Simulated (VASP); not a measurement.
Here is a VASP 6.6.1 calculation.

Contents of INCAR:

```
PREC     = Accurate       # precision mode
ENCUT    = 600            # plane-wave cutoff, eV
EDIFF    = 1E-6           # SCF threshold, eV
ISMEAR   = 0              # smearing method
SIGMA    = 0.1            # smearing width, eV
LREAL    = F              # projectors in reciprocal space
LASPH    = T              # aspherical terms in the spheres
NELM     = 100            # most SCF steps
ALGO     = Normal         # electronic algorithm
ISIF     = 3              # what is computed and relaxed
LWAVE    = F              # write WAVECAR
LCHARG   = F              # write CHGCAR
GGA      = PE             # functional
IBRION   = 2              # ionic algorithm
NSW      = 100            # ionic steps
EDIFFG   = -0.01          # ionic threshold
```

The input KPOINTS:

```
Automatic mesh
0
Gamma
  12 8 8
```

The input POSCAR:

```
NaB4
1.0
    3.0245946892      0.0000000000      0.0000000000
    0.0000000000      4.5327516519      0.0000000000
    0.0000000000      0.0000000000      4.9590658382
Na B
1 4
Direct
    0.5000000000      0.5000000000      0.5000000000
    0.5000000000      0.0000000000      0.1730085543
    0.0000000000      0.0000000000      0.6745357343
    0.0000000000      0.0000000000      0.3254642657
    0.5000000000      0.0000000000      0.8269914457
```

Potentials or basis: VASP PAW PBE potentials, release 64 (Na_pv, B).

The run is started by

```console
$ cat potpaw_PBE.64/Na_pv/POTCAR potpaw_PBE.64/B/POTCAR > POTCAR
$ mpirun -np 1 vasp_std > vasp.out
```

(1) Predict the relaxed volume.

(2) Estimate the relaxed cell.

(3) Estimate the space group after relaxing (to 0.05 Å).

Answers

(1) 14.14 Å³/atom.

(2) a = 3.128 Å, b = 4.090 Å, c = 5.528 Å, α = 90.00°, β = 90.00°, γ = 90.00°.

(3) Pmmm (No. 47).
